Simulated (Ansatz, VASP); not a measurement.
# One calculation of Os, two programs

```
Os
1.0
     2.70716    0.00000    0.00000
    -1.35358    2.34447    0.00000
     0.00000    0.00000    4.40609
Os
2
Direct
  0.33333 0.66667 0.25000
  0.66667 0.33333 0.75000
```

Change from the starting cell: z stretched by +2 % at fixed volume, PAW files.

Alike in both runs: task electric field gradients; functional PBE; k mesh 15 × 15 × 9; occupations fermi-dirac, width 0.05 eV; no spin polarisation.

|  | VASP | Ansatz |
| --- | --- | --- |
| version | VASP 6.6.1 | Ansatz 0.2.0 |
| potentials or method | VASP PAW PBE potentials, release 64 (Os) | PAW with Ansatz's default frozen-core files, scalar-relativistic |
| plane-wave cutoff (eV) | 520 | 420 |
| valence electrons in the cell | 16 | 32 |

|  | VASP | Ansatz | Ansatz less VASP |
| --- | --- | --- | --- |
| pressure (GPa) | 8.6 | 8.5 | -0.03 |
| traceless stress, the component that is largest in VASP (GPa) | -11.86 | -11.88 | -0.025 |
| size of Vzz on the site where it differs most (V/Å²) | 11.9 | 7.0 | -4.91 |

VASP's potentials hold 16 valence electrons a cell and Ansatz's 32, so a difference there can come from the potentials and not from the codes.

Neither program's run includes spin-orbit coupling.
